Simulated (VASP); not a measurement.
Runs of VASP 6.6.1 on CoSi2. The structure is that of space group Fm-3m (No. 225), or close to it. The cells are those of the table. 

```csv
task,cell,cutoff (eV),gap on the mesh (eV),pressure (GPa)
relaxation of cell and atoms,"relaxed to 12 GPa from a = 3.687 Å, angles 60.0°, 3 atoms",600,none,12.0
single point,"a = 3.442 Å, angles 60.0°, 3 atoms",520,none,(a)
single point,"a = 3.750 Å, angles 60.0°, 3 atoms",520,none,1.1
single point,"a = 3.732 Å, angles 60.0°, 3 atoms",520,none,4.1
single point,"a = 3.689 Å, angles 60.0°, 3 atoms",520,none,12.2
```

Alike in all rows: level PBEsol; potentials or basis VASP PAW PBE potentials, release 64 (Co, Si); no spin polarisation; k mesh 14 × 14 × 14; smearing gaussian 0.1 eV.

Task: Fill in the values left out.

Result: (a) 90.9.

Caveats: the PAW data sets were made with another functional, which shifts forces and pressure a little; the run has no spin polarisation, though such a crystal can be magnetic; the cell stands under pressure (at least some runs); the cell is relaxed towards a set pressure, so the run minimises the enthalpy, not the energy (at least some runs).

A gap of «none» marks levels without a gap at the run's occupations.
